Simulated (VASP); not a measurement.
Here is a VASP 6.6.1 calculation.

Contents of INCAR:

```
SYSTEM = MgH8Cl2O4
PREC = Accurate
ENCUT = 520
EDIFF = 1E-6
ISMEAR = -1
SIGMA = 0.05
LREAL = .False.
LASPH = .True.
NELM = 120
ALGO = Normal
ISIF = 2
LWAVE = .False.
LCHARG = .False.
GGA = PE
NBANDS = 37
GGA_COMPAT = .False.
```

The input KPOINTS:

```
Automatic mesh
0
Gamma
  1 1 1
  0 0 0
```

The input POSCAR:

```
MgH8Cl2O4
1.0
    5.8925310000      0.0000000000      0.0000000000
    0.0000000000      5.8925310000      0.0000000000
    0.0000000000      0.0000000000      5.8925310000
O H Mg Cl
4 8 1 2
Direct
    0.6557962953      0.7869962839      0.4326493997
    0.7274632921      0.1857605840      0.1978097357
    0.2635370098      0.6391650719      0.1872709707
   -0.0250995710      0.9763546429      0.6806922187
    0.5201839413      0.8813699919      0.4585296200
    0.7677515825      0.8278446053      0.5521566200
    0.8142680963      0.2137960751      0.0599911990
    0.7188082676      0.0241661860      0.2490440865
    0.2218401566      0.6533864650      0.3477283361
    0.0996006640      0.5927843231      0.1184380702
    0.0535762985      1.1057727146      0.5916642611
    0.0671528075      0.9665116738      0.8352438027
    0.5564332203      0.4501630963      0.2534055400
    0.3611181681      0.2429685987      0.5204385009
    0.8369408663      0.5623899136      0.9288708027
```

Potentials or basis: VASP PAW PBE potentials, release 64 (O, H, Mg, Cl).

Launch:

```console
$ cat potpaw_PBE.64/O/POTCAR potpaw_PBE.64/H/POTCAR potpaw_PBE.64/Mg/POTCAR potpaw_PBE.64/Cl/POTCAR > POTCAR
$ mpirun -np 1 vasp_gam > vasp.out
```

Question: Predict the pressure.

Answer: -0.5 GPa.

Question: What does it give for the largest force?

Answer: 3.333 eV/Å.

Question: Predict the band gap on the k mesh.

Answer: 4.33 eV.

Forces in eV/Å, atoms in the order of the input:
```
O   -0.504 -0.492 -0.790
O    0.383 -1.338  0.217
O   -1.487 -0.459 -0.022
O    2.035  1.051  1.756
H    0.115  0.130  0.341
H    0.171  0.114  0.344
H    0.337 -0.253 -0.459
H    0.135  0.392 -0.276
H   -0.068  0.120  0.023
H    1.574  0.415 -0.049
H   -0.502 -1.251  1.066
H   -1.624  0.004 -2.911
Mg  -0.199  1.736 -0.137
Cl  -0.180 -0.031  0.472
Cl  -0.186 -0.139  0.424
```

Caveat: the k points lie up to 1.07 Å⁻¹ apart.
